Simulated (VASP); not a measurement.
Set up this calculation in VASP 6.6.1, as the native input.

```yaml
Task: relaxation of cell and atoms
Functional: PBE
Potentials_or_basis: VASP PAW PBE potentials, release 64 (Dy_3, C), 4f in core
Cutoff: 600 eV
k_mesh: 4 × 4 × 4
Occupations: gaussian, width 0.2 eV
Spin: no spin polarisation
Dipole_correction: no
Mended: yes
Further_INCAR_settings: ALGO = Normal; EDIFF = 1e-07; IBRION = 2; EDIFFG = -0.08; NSW = 36; ISIF = 3
```

The structure of Dy5C lies in POSCAR:

```
Dy5C
1.0
    0.0000000000      4.1447420000      4.1447420000
    4.1447420000      0.0000000000      4.1447420000
    4.1447420000      4.1447420000      0.0000000000
Dy C
5 1
Direct
    0.6247520300      0.1257439000      0.6247520300
    0.2500000000      0.2500000000      0.2500000000
    0.1257439000      0.6247520300      0.6247520300
    0.6247520300      0.6247520300      0.6247520300
    0.6247520300      0.6247520300      0.1257439000
    0.0000000000      0.0000000000      0.0000000000
```

The cell was built from a structure type or drawn by symmetry, and may not be a known phase.

The input as run:

INCAR

```
  PREC = Accurate
  ENCUT = 600
  EDIFF = 1E-7
  ISMEAR = 0
  SIGMA = 0.2
  LREAL = False
  LASPH = True
  NELM = 200
  ALGO = Normal
  ISIF = 3
  LWAVE = False
  LCHARG = False
  GGA = PE
  IBRION = 2
  NSW = 36
  EDIFFG = -0.08
  GGA_COMPAT = False
  NELMIN = 4
  LMAXMIX = 6
```

KPOINTS

```
Automatic mesh
0
Gamma
  4 4 4
```

Potentials or basis: VASP PAW PBE potentials, release 64 (Dy_3, C), 4f in core.

The run is started by

```console
$ cat potpaw_PBE.64/Dy_3/POTCAR potpaw_PBE.64/C/POTCAR > POTCAR
$ mpirun -np 1 vasp_std > vasp.out
```

Results of the run:

```
Relaxed volume                        : 29.46 Å³/atom
Relaxed cell                          : a = 6.299 Å, b = 6.299 Å, c = 6.299 Å, α = 60.00°, β = 60.00°, γ = 60.00°
Space group after relaxing (to 0.1 Å) : F-43m (No. 216)
Energy gained by relaxing             : 156.4 meV/atom
Ionic steps                           : 4
Pressure after relaxing               : 0.0 GPa
Largest force after relaxing          : 0.036 eV/Å
Band gap on the k mesh                : zero (an odd number of electrons rules out a gap without spin polarisation)
```

Caveat: the volume moved by over 15 % at a fixed basis, so the end points are rough; spin-orbit coupling is left out, which moves the levels of the heavy elements; the 4f electrons are frozen in the core, so they carry no moment and show no levels; the relaxation stopped at a loose force limit of 0.08 eV/Å, so its end isn't a converged minimum.

It took 3.1 min on 1 thread of Intel(R) Xeon(R) Platinum 8259CL CPU @ 2.50GHz (Skylake/Cascade Lake) (shared host), peak memory 0.34 GiB.
